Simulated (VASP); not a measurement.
Set up this calculation in VASP 6.6.1, as the native input.

* Task: single point
* Functional: PBEsol
* Potentials or basis: VASP PAW PBE potentials, release 64 (B, N)
* Cutoff: 600 eV
* k mesh: 10 × 10 × 2
* Occupations: gaussian, width 0.05 eV
* Spin: no spin polarisation
* Dipole correction: no
* Further INCAR settings: ALGO = Normal; EDIFF = 1e-06; NBANDS = 36

The structure of BN lies in POSCAR:

```
BN
1.0
   -2.5410113134      0.0000000000      0.0000000000
   -1.2705056567     -2.2005803487      0.0000000000
   -1.9057584850     -1.1002901744     12.6098865131
B N
6 6
Direct
    0.5521445007      0.5521445007      0.2290443320
    0.3854778340      0.3854778340      0.5623776653
    0.2188111673      0.2188111673      0.8957109987
    0.3021445007      0.3021445007      0.0623776653
    0.1354778340      0.1354778340      0.3957109987
   -0.0311888327     -0.0311888327      0.7290443320
    0.6145554993      0.6145554993      0.1042223347
    0.4478888327      0.4478888327      0.4375556680
    0.2812221660      0.2812221660      0.7708890013
   -0.1354445007     -0.1354445007      0.9375556680
    0.1978888327      0.1978888327      0.2708890013
    0.0312221660      0.0312221660      0.6042223347
```

One way to write it, as run:

INCAR

```
PREC     = Accurate       # precision mode
ENCUT    = 600            # plane-wave cutoff, eV
EDIFF    = 1E-6           # SCF threshold, eV
ISMEAR   = 0              # smearing method
SIGMA    = 0.05           # smearing width, eV
LREAL    = F              # projectors in reciprocal space
LASPH    = T              # aspherical terms in the spheres
NELM     = 120            # most SCF steps
ALGO     = Normal         # electronic algorithm
ISIF     = 2              # what is computed and relaxed
LWAVE    = F              # write WAVECAR
LCHARG   = F              # write CHGCAR
GGA      = PS             # functional
NBANDS   = 36             # bands
GGA_COMPAT= F
```

KPOINTS

```
regular mesh
0
Gamma
  10 10 2
```

Potentials or basis: VASP PAW PBE potentials, release 64 (B, N).

Launch:

```console
$ cat potpaw_PBE.64/B/POTCAR potpaw_PBE.64/N/POTCAR > POTCAR
$ mpirun -np 1 vasp_std > vasp.out
```

It gave:

The pressure is 1.5 GPa. The largest force is 2.644 eV/Å and the band gap on the k mesh is 2.61 eV (least direct gap 3.49 eV).

Caveat: the PAW data sets were made with another functional, which shifts forces and pressure a little.

Run time: 3.2 min on 1 thread of Intel(R) Xeon(R) Platinum 8259CL CPU @ 2.50GHz (Skylake/Cascade Lake) (shared host), peak memory 0.27 GiB.
